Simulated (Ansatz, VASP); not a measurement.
# C: VASP beside Ansatz

```
CELL_PARAMETERS angstrom
0.00000 1.42317 -3.36139
-2.46500 0.00000 0.00000
1.43791 9.09292 2.96431
ATOMIC_POSITIONS crystal
C 0.48854 0.12145 0.89392
C 0.76083 0.64010 0.06874
C 0.94276 0.26044 0.27503
C 0.12468 0.88078 0.48133
C 0.30661 0.50112 0.68763
C 0.82110 0.18024 0.13756
C 0.00302 0.80058 0.34386
C 0.18495 0.42092 0.55015
C 0.36688 0.04126 0.75645
C 0.54880 0.66160 0.96275
```

Alike in both runs: task single point; functional PBE; dispersion D3(BJ); k mesh 7 × 11 × 3; occupations gaussian, width 0.05 eV; no spin polarisation.

|  | VASP | Ansatz |
| --- | --- | --- |
| version | VASP 6.6.1 | Ansatz 0.2.0 |
| potentials or method | VASP PAW PBE potentials, release 64 (C), cutoff 520 eV | scalar-relativistic, plane waves, PAW |
| valence electrons in the cell | 40 | 40 |

|  | VASP | Ansatz | Ansatz less VASP |
| --- | --- | --- | --- |
| gap on the k mesh at the Fermi level (eV) | 0.21 | 0.21 | 0.000 |
| least direct gap on the mesh (eV) | 0.21 | 0.21 | 0.000 |
| pressure (GPa) | 6.5 | 6.1 | -0.46 |
| traceless stress, the component that is largest in VASP (GPa) | 8.95 | 8.67 | -0.273 |
| rms of the force components (eV/Å) | 1.280 | 1.280 | +0.0003 |

Atom by atom the forces differ by 0.006 eV/Å (rms over components).
